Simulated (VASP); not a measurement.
# TiN (Osbornite) (Fm-3m) in VASP: notebook

TiN (Osbornite) is run at these levels: PBE; tasks: single point, relaxation of cell and atoms.

Everything below comes from runs of VASP 6.6.1. Logs are shortened: lines on timing, memory, paths and dates and some standing lists are left out, and cuts for length are marked.

**1. The cell of the first run**

The structure is cubic, space group Fm-3m (No. 225). Conventional cell: a = 4.209 Å, b = 4.209 Å, c = 4.209 Å, α = 90.00°, β = 90.00°, γ = 90.00°. Within 2.8 Å of Ti (site symmetry m-3m) lie 6 N at 2.10 Å. Within 2.8 Å of N (site symmetry m-3m) lie 6 Ti at 2.10 Å.

**2. Single point, PBE**

INCAR reads:

```
SYSTEM = TiN
PREC = Accurate ; ENCUT = 520
EDIFF = 1E-7 ; ISMEAR = -1
SIGMA = 0.1 ; LREAL = .FALSE.
LASPH = .TRUE. ; NELM = 100
ALGO = Normal ; ISIF = 2
LWAVE = .FALSE. ; LCHARG = .FALSE.
GGA = PE ; NBANDS = 16
```

KPOINTS reads:

```
regular mesh
0
G
  12 12 12
  0 0 0
```

POSCAR reads:

```
TiN
1.0
    0.0000000000      2.1045057042      2.1045057042
    2.1045057042      0.0000000000      2.1045057042
    2.1045057042      2.1045057042      0.0000000000
Ti N
1 1
Direct
    0.0000000000      0.0000000000      0.0000000000
    0.5000000000      0.5000000000      0.5000000000
```

Potentials or basis: VASP PAW PBE potentials, release 64 (Ti_sv, N).

On the command line:

```console
$ cat potpaw_PBE.64/Ti_sv/POTCAR potpaw_PBE.64/N/POTCAR > POTCAR
$ mpirun -np 1 vasp_std > vasp.out
```

OUTCAR:

```text
SYSTEM = TiN
   PREC = Accurate
   ENCUT = 520
   EDIFF = 1E-7
   ISMEAR = -1
   LREAL = .FALSE.
   LASPH = .TRUE.
   NELM = 100
   ISIF = 2
   GGA = PE

 ion  position               nearest neighbor table
   1  0.000  0.000  0.000-   2 2.10   2 2.10   2 2.10   2 2.10   2 2.10   2 2.10
   2  0.500  0.500  0.500-   1 2.10   1 2.10   1 2.10   1 2.10   1 2.10   1 2.10

  LATTYP: Found a face centered cubic cell.
 ALAT       =     4.2090114084

  Lattice vectors:

 A1 = (   0.0000000000,   2.1045057042,   2.1045057042)
 A2 = (   2.1045057042,   0.0000000000,   2.1045057042)
 A3 = (   2.1045057042,   2.1045057042,   0.0000000000)

Analysis of symmetry for initial positions (statically):
=====================================================================
 Subroutine PRICEL returns:
 Original cell was already a primitive cell.

 Routine SETGRP: Setting up the symmetry group for a
 face centered cubic supercell.

 Subroutine GETGRP returns: Found 48 space group operations
[... 9 lines left out ...]

 Routine SETGRP: Setting up the symmetry group for a
 face centered cubic supercell.

 Subroutine GETGRP returns: Found 48 space group operations
[... 11 lines left out ...]
                                     Primitive cell

  volume of cell :      18.6415

  direct lattice vectors                    reciprocal lattice vectors
     0.000000000  2.104505704  2.104505704    -0.237585481  0.237585481  0.237585481
     2.104505704  0.000000000  2.104505704     0.237585481 -0.237585481  0.237585481
     2.104505704  2.104505704  0.000000000     0.237585481  0.237585481 -0.237585481

  length of vectors
     2.976220509  2.976220509  2.976220509     0.411510124  0.411510124  0.411510124

  position of ions in fractional coordinates (direct lattice)
     0.000000000  0.000000000  0.000000000
     0.500000000  0.500000000  0.500000000

  ion indices of the primitive-cell ions
   primitive index   ion index
                 1           1
                 2           2

----------------------------------------------------------------------------------------

 KPOINTS: regular mesh

Automatic generation of k-mesh.
 Grid dimensions read from file:
 generate k-points for:   12   12   12

 Generating k-lattice:

  Cartesian coordinates                     Fractional coordinates (reciprocal lattice)
    -0.019798790  0.019798790  0.019798790     0.083333333  0.000000000  0.000000000
     0.019798790 -0.019798790  0.019798790     0.000000000  0.083333333  0.000000000
     0.019798790  0.019798790 -0.019798790     0.000000000  0.000000000  0.083333333

  Length of vectors
     0.034292510  0.034292510  0.034292510

  Shift w.r.t. Gamma in fractional coordinates (k-lattice)
     0.000000000  0.000000000  0.000000000

 Subroutine IBZKPT returns following result:
 ===========================================

 Found     72 irreducible k-points:

 Following reciprocal coordinates:
            Coordinates               Weight
  0.000000  0.000000  0.000000      1.000000
  0.083333  0.000000  0.000000      8.000000
  0.166667  0.000000  0.000000      8.000000
  0.250000  0.000000  0.000000      8.000000
  0.333333  0.000000  0.000000      8.000000
  0.416667  0.000000  0.000000      8.000000
[... 16 lines left out ...]
  0.500000  0.166667  0.000000     24.000000
 -0.416667  0.166667  0.000000     24.000000
 [... further k-points ...]
   k-points           NKPTS =     72   k-points in BZ     NKDIM =     72   number of bands    NBANDS=     16
   number of dos      NEDOS =    301   number of ions     NIONS =      2
   total plane-waves  NPLWV =  13824
   dimension x,y,z NGX =    24 NGY =   24 NGZ =   24
   dimension x,y,z NGXF=    48 NGYF=   48 NGZF=   48
   ions per type =               1   1
   NGX,Y,Z   is equivalent  to a cutoff of  13.41, 13.41, 13.41 a.u.
   NGXF,Y,Z  is equivalent  to a cutoff of  26.81, 26.81, 26.81 a.u.
 SYSTEM =  TiN
   PREC   = accura    normal or accurate (medium, high low for compatibility)
   ISTART =      0    job   : 0-new  1-cont  2-samecut
   ICHARG =      2    charge: 1-file 2-atom 10-const
   ISPIN  =      1    spin polarized calculation?
   LNONCOLLINEAR =      F non collinear calculations
   LSORBIT =      F    spin-orbit coupling
   LASPH  =      T    aspherical Exc in radial PAW
   ENCUT  =  520.0 eV  38.22 Ry    6.18 a.u.   5.53  5.53  5.53*2*pi/ulx,y,z
   NELM   =    100;   NELMIN=  2; NELMDL= -5     # of ELM steps
   EDIFF  = 0.1E-06   stopping-criterion for ELM
   LREAL  =      F    real-space projection
   EDIFFG = 0.1E-05   stopping-criterion for IOM
   NSW    =      0    number of steps for IOM
   IBRION =     -1    ionic relax: 0-MD 1-quasi-New 2-CG
   NFREE  =      0    steps in history (QN), initial steepest desc. (CG)
   ISIF   =      2    stress and relaxation
   ISYM   =      2    0-nonsym 1-usesym 2-fastsym
   POTIM  = 0.5000    time-step for ionic-motion
   TEBEG  =    0.0;   TEEND  =   0.0 temperature during run
   PSTRESS=    0.0 pullay stress
   NELECT =      17.0000    total number of electrons
   NUPDOWN=      -1.0000    fix difference up-down
   EMIN   =  10.00;   EMAX   =-10.00  energy-range for DOS
   EFERMI =   0.00;   METHOD = LEGACY
   ISMEAR =    -1;   SIGMA  =   0.10  broadening in eV -4-tet -1-fermi 0-gaus
   EFERMI_NEDOS =   21; number of points for ismear=-14 and -15
   IALGO  =     38    algorithm
   IMIX   =      4    mixing-type and parameters
     AMIX     =   0.40;   BMIX     =  1.00
     AMIX_MAG =   1.60;   BMIX_MAG =  1.00
  volume/ion in A,a.u.               =       9.32        62.90
  Fermi-wavevector in a.u.,A,eV,Ry     =   1.587563  3.000059 34.291539  2.520357
  Thomas-Fermi vector in A             =   2.686701
   LORBIT       =      0    0 simple, 1 ext, 2 COOP (PROOUT), +10 PAW based schemes
   GGA     = PE    functional components
   LHFCALC =     F    Hartree Fock is set to
   AEXX    =    0.0000 exact exchange contribution
   IVDW    =     0    specifies the selected vdW correction
   LEPSILON=     F    determine dielectric tensor
   LRPA    =     F    only Hartree local field effects (RPA)
 non-spin polarized calculation
  energy-cutoff  :      520.00
  volume of cell :       18.64
 maximum number of plane-waves:       531
 NGX is ok and might be reduce to    24
   NGX = 11   NGY = 11   NGZ = 11

 number of electron      16.9999999 magnetization

 Free energy of the ion-electron system (eV)
  ---------------------------------------------------
  ext. energy  EPLUGINS =         0.00000000
  ---------------------------------------------------
  free energy    TOTEN  =       -19.63687127 eV

  energy without entropy =      -19.61094226  energy(sigma->0) =      -19.62390676

 E-fermi :  11.7397     XC(G=0): -13.1488

 val. band max:       11.7188130902   @ k =   0.1667   0.0000   0.0000
 cond. band min:      11.7573318690   @ k =   0.0833   0.0833   0.0000
 fundamental gap:      0.0385187788
 Fermi energy:        11.7396523044

 k-point     1 :       0.0000    0.0000    0.0000
  band No.  band energies     occupation
      1     -46.0723      2.00000
      2     -22.0341      2.00000
      3     -22.0341      2.00000
      4     -22.0341      2.00000
      5      -5.4784      2.00000
      6       9.6934      2.00000
[... 8 lines left out ...]
     15      25.0107      0.00000
     16      31.8285      0.00000

 k-point     2 :       0.0833    0.0000    0.0000
  band No.  band energies     occupation
      1     -46.0651      2.00000
      2     -22.0836      2.00000
      3     -22.0381      2.00000
      4     -22.0381      2.00000
      5      -5.3382      2.00000
      6       8.9518      2.00000
[... 8 lines left out ...]
     15      25.1209      0.00000
     16      31.6340      0.00000

 k-point     3 :       0.1667    0.0000    0.0000
  band No.  band energies     occupation
      1     -46.0456      2.00000
      2     -22.2167      2.00000
      3     -22.0492      2.00000
      4     -22.0492      2.00000
      5      -4.9416      2.00000
      6       7.5812      2.00000
[... 8 lines left out ...]
     15      25.1441      0.00000
     16      30.9037      0.00000

 k-point     4 :       0.2500    0.0000    0.0000
  band No.  band energies     occupation
      1     -46.0189      2.00000
      2     -22.3940      2.00000
      3     -22.0641      2.00000
      4     -22.0641      2.00000
      5      -4.3587      2.00000
      6       6.1315      2.00000
[... 8 lines left out ...]
     15      24.8652      0.00000
     16      29.5845      0.00000

 k-point     5 :       0.3333    0.0000    0.0000
  band No.  band energies     occupation
      1     -45.9919      2.00000
      2     -22.5665      2.00000
      3     -22.0790      2.00000
      4     -22.0790      2.00000
      5      -3.7031      2.00000
      6       4.8363      2.00000
[... 8 lines left out ...]
     15      24.9563      0.00000
     16      28.1059      0.00000

 k-point     6 :       0.4167    0.0000    0.0000
  band No.  band energies     occupation
      1     -45.9721      2.00000
      2     -22.6900      2.00000
      3     -22.0899      2.00000
      4     -22.0899      2.00000
      5      -3.1472      2.00000
      6       3.8966      2.00000
[... 8 lines left out ...]
     15      25.5201      0.00000
     16      26.9608      0.00000
[... 267 lines left out ...]
 k-point    21 :       0.3333    0.1667    0.0000
  band No.  band energies     occupation
      1     -45.9923      2.00000
      2     -22.4534      2.00000
      3     -22.1324      2.00000
      4     -22.1294      2.00000
      5      -4.0324      2.00000
      6       5.3059      2.00000
[... 8 lines left out ...]
     15      25.0903      0.00000
     16      27.8742      0.00000

 k-point    22 :       0.4167    0.1667    0.0000
  band No.  band energies     occupation
      1     -45.9702      2.00000
      2     -22.5770      2.00000
      3     -22.1604      2.00000
      4     -22.1400      2.00000
      5      -3.5698      2.00000
      6       4.7271      2.00000
[... 8 lines left out ...]
     15      24.9938      0.00000
     16      26.7400      0.00000

 k-point    23 :       0.5000    0.1667    0.0000
  band No.  band energies     occupation
      1     -45.9564      2.00000
      2     -22.6510      2.00000
      3     -22.1926      2.00000
      4     -22.1349      2.00000
      5      -3.2300      2.00000
      6       4.2834      2.00000
[... 8 lines left out ...]
     15      25.2095      0.00000
     16      26.0420      0.00000

 k-point    24 :      -0.4167    0.1667    0.0000
  band No.  band energies     occupation
      1     -45.9546      2.00000
      2     -22.6588      2.00000
      3     -22.2157      2.00000
      4     -22.1183      2.00000
      5      -3.1379      2.00000
      6       4.1469      2.00000
[... 8 lines left out ...]
     15      24.9806      0.00000
     16      26.0736      0.00000

 [... further k-points ...]
[... 5 lines left out ...]
  --------------------------------------------------------------------------------------
  -------------------------------------------------------------------------------------
  Total        0.9873798      0.9873798      0.9873798      0.0000000     -0.0000000      0.0000000
  in kB       84.8622382     84.8622382     84.8622382      0.0000000     -0.0000000      0.0000000
  external PRESSURE =      84.8622382 kB  Pullay stress =       0.0000000 kB

 VOLUME and BASIS-vectors are now :
 -----------------------------------------------------------------------------
  energy-cutoff  :      520.00
  volume of cell :       18.64
      direct lattice vectors                 reciprocal lattice vectors
     0.000000000  2.104505704  2.104505704    -0.237585481  0.237585481  0.237585481
     2.104505704  0.000000000  2.104505704     0.237585481 -0.237585481  0.237585481
     2.104505704  2.104505704  0.000000000     0.237585481  0.237585481 -0.237585481

 POSITION                                       TOTAL-FORCE (eV/Angst)
 -----------------------------------------------------------------------------------
      0.00000      0.00000      0.00000         0.000000      0.000000      0.000000
      2.10451      2.10451      2.10451        -0.000000      0.000000      0.000000
 -----------------------------------------------------------------------------------
    total drift:                                0.000000     -0.000000     -0.000000

  FREE ENERGIE OF THE ION-ELECTRON SYSTEM (eV)
  ---------------------------------------------------
  free  energy   TOTEN  =       -19.6368712733 eV

  energy  without entropy=      -19.6109422567  energy(sigma->0) =      -19.62390676
```

Wall time 12 s (1 thread of Intel Xeon 6975P-C (Granite Rapids), shared host); peak memory 0.15 GiB.

What came out:

```yaml
Free_energy: -19.6369 eV
Pressure: 8.5 GPa
```

**3. Single point, PBE**

This run uses another cell than the first one, of 9.58 Å³/atom, 1.028 times its volume.

INCAR reads:

```
  PREC = Accurate
  ENCUT = 520
  EDIFF = 1E-7
  ISMEAR = -1
  SIGMA = 0.1
  LREAL = F
  LASPH = T
  NELM = 60
  ALGO = Normal
  ISIF = 2
  LWAVE = F
  LCHARG = F
  GGA = PE
  NBANDS = 16
```

KPOINTS reads:

```
regular mesh
0
Gamma
  12 12 12
```

POSCAR reads:

```
TiN
1.0
    0.0000000000      2.1236741747      2.1236741747
    2.1236741747      0.0000000000      2.1236741747
    2.1236741747      2.1236741747      0.0000000000
Ti N
1 1
Direct
    0.0000000000      0.0000000000      0.0000000000
    0.5000000000      0.5000000000      0.5000000000
```

Potentials or basis: VASP PAW PBE potentials, release 64 (Ti_sv, N).

On the command line:

```console
$ cat potpaw_PBE.64/Ti_sv/POTCAR potpaw_PBE.64/N/POTCAR > POTCAR
$ mpirun -np 1 vasp_std > vasp.out
```

It took 12 s on 1 thread of Intel Xeon 6975P-C (Granite Rapids), shared host; peak memory 0.14 GiB.

It converged, with:

```
Free energy : -19.6514 eV
Pressure    : 0.5 GPa
```

Levels at points of the mesh, in eV from the Fermi level:
```tsv
k point	band 7	band 8	band 9	band 10	band 11	band 12
(0.00, 0.00, 0.00)	-2.01	-2.01	-0.59	-0.59	-0.59	0.60
(0.50, 0.00, 0.00)	-5.43	-5.43	1.70	1.70	2.36	5.72
(0.50, 0.50, 0.00)	-3.20	-3.20	-3.02	1.65	2.39	2.39
```

**4. Single point, PBE**

This run uses another cell than the first one, of 9.51 Å³/atom, 1.020 times its volume.

INCAR reads:

```
SYSTEM = TiN
PREC = Accurate ; ENCUT = 520
EDIFF = 1E-7 ; ISMEAR = -1
SIGMA = 0.1 ; LREAL = .False.
LASPH = .True. ; NELM = 80
ALGO = Normal ; ISIF = 2
LWAVE = .False. ; LCHARG = .True.
GGA = PE ; LELF = .True.
LVHAR = .True. ; NBANDS = 16
```

KPOINTS reads:

```
regular mesh
0
Gamma
  12 12 12
  0 0 0
```

POSCAR reads:

```
TiN
1.0
    0.0000000000      2.1187771564      2.1187771564
    2.1187771564      0.0000000000      2.1187771564
    2.1187771564      2.1187771564      0.0000000000
Ti N
1 1
Direct
    0.0000000000      0.0000000000      0.0000000000
    0.5000000000      0.5000000000      0.5000000000
```

On the command line:

```console
$ cat potpaw_PBE.64/Ti_sv/POTCAR potpaw_PBE.64/N/POTCAR > POTCAR
$ mpirun -np 1 vasp_std > vasp.out
```

It took 12 s on 1 thread of Intel Xeon 6975P-C (Granite Rapids), shared host; peak memory 0.15 GiB.

The run converged. Its results:

| Property | Result |
| --- | --- |
| Free energy | -19.6501 eV |
| Pressure | 2.4 GPa |

Levels at points of the mesh, in eV from the Fermi level:
```tsv
k point	band 6	band 7	band 8	band 9	band 10	band 11	band 12	band 13
(0.00, 0.00, 0.00)	-2.02	-2.02	-2.02	-0.59	-0.59	-0.59	0.61	0.61
(0.50, 0.00, 0.00)	-8.07	-5.47	-5.47	1.71	1.71	2.39	5.78	5.78
(0.50, 0.50, 0.00)	-5.81	-3.21	-3.21	-3.05	1.67	2.42	2.42	3.65
```

**5. Relaxation of cell and atoms, PBE**

This run uses another cell than the first one, of 9.51 Å³/atom, 1.021 times its volume.

INCAR reads:

```
  PREC = Accurate
  ENCUT = 600
  EDIFF = 1E-6
  ISMEAR = -1
  SIGMA = 0.1
  LREAL = F
  LASPH = T
  NELM = 100
  ALGO = Normal
  ISIF = 3
  LWAVE = F
  LCHARG = F
  GGA = PE
  IBRION = 2
  NSW = 80
  EDIFFG = -0.02
```

KPOINTS reads:

```
regular mesh
0
Gamma
  12 12 12
```

POSCAR reads:

```
TiN
1.0
    0.0000000000      2.1190000000      2.1190000000
    2.1190000000      0.0000000000      2.1190000000
    2.1190000000      2.1190000000      0.0000000000
Ti N
1 1
Direct
    0.0000000000      0.0000000000      0.0000000000
    0.5000000000      0.5000000000      0.5000000000
```

On the command line:

```console
$ cat potpaw_PBE.64/Ti_sv/POTCAR potpaw_PBE.64/N/POTCAR > POTCAR
$ mpirun -np 1 vasp_std > vasp.out
```

It took 20 s on 1 thread of Intel Xeon 6975P-C (Granite Rapids), shared host; peak memory 0.15 GiB.

It converged, with:

```
Free energy                            : -19.6527 eV
Relaxed volume                         : 9.59 Å³/atom
Relaxed cell                           : a = 3.005 Å, b = 3.005 Å, c = 3.005 Å, α = 60.00°, β = 60.00°, γ = 60.00°
Space group after relaxing (to 0.05 Å) : Fm-3m (No. 225)
Energy gained by relaxing              : 0.5 meV/atom
Ionic steps                            : 3
Pressure after relaxing                : 0.0 GPa
```

The path:
| step | energy change (eV) | largest force (eV/Å) | pressure (GPa) | volume (Å³) |
| --- | --- | --- | --- | --- |
| 1 | 0.0000 | 0.0000 | 2.21 | 19.03 |
| 2 | 0.0009 | 0.0000 | -2.89 | 19.39 |
| 3 | -0.0011 | 0.0000 | -0.01 | 19.18 |

Final structure:
```
CELL_PARAMETERS angstrom
0.00000 2.12464 2.12464
2.12464 0.00000 2.12464
2.12464 2.12464 0.00000
ATOMIC_POSITIONS crystal
Ti 0.00000 0.00000 0.00000
N 0.50000 0.50000 0.50000
```

Levels at points of the mesh, in eV from the Fermi level:
```
           k point  band 5  band 6  band 7  band 8  band 9  band 10  band 11  band 12
(0.00, 0.00, 0.00)  -17.04   -2.01   -2.01   -2.01   -0.58    -0.58    -0.58     0.60
(0.50, 0.00, 0.00)  -14.61   -8.02   -5.42   -5.42    1.69     1.69     2.36     5.71
(0.50, 0.50, 0.00)  -15.63   -5.79   -3.20   -3.20   -3.01     1.65     2.38     2.38
```

PBE usually gives volumes a little too large and moduli too small. Zero-point motion and thermal expansion aren't in these numbers.

**6. Summary**

```csv
task,cell,cutoff (eV),gap on the mesh (eV),pressure (GPa)
single point,"a = 2.976 Å, angles 60.0°, 2 atoms",520,none,8.5
single point,"a = 3.003 Å, angles 60.0°, 2 atoms",520,none,0.5
single point,"a = 2.996 Å, angles 60.0°, 2 atoms",520,none,2.4
relaxation of cell and atoms,"relaxed from a = 2.997 Å, angles 60.0°, 2 atoms",600,none,0.0
```

Alike in all rows: level PBE; potentials or basis VASP PAW PBE potentials, release 64 (Ti_sv, N); no spin polarisation; k mesh 12 × 12 × 12; smearing fermi-dirac 0.1 eV.

Total energies depend on the potentials used, so only differences within one code and one set of settings carry meaning.
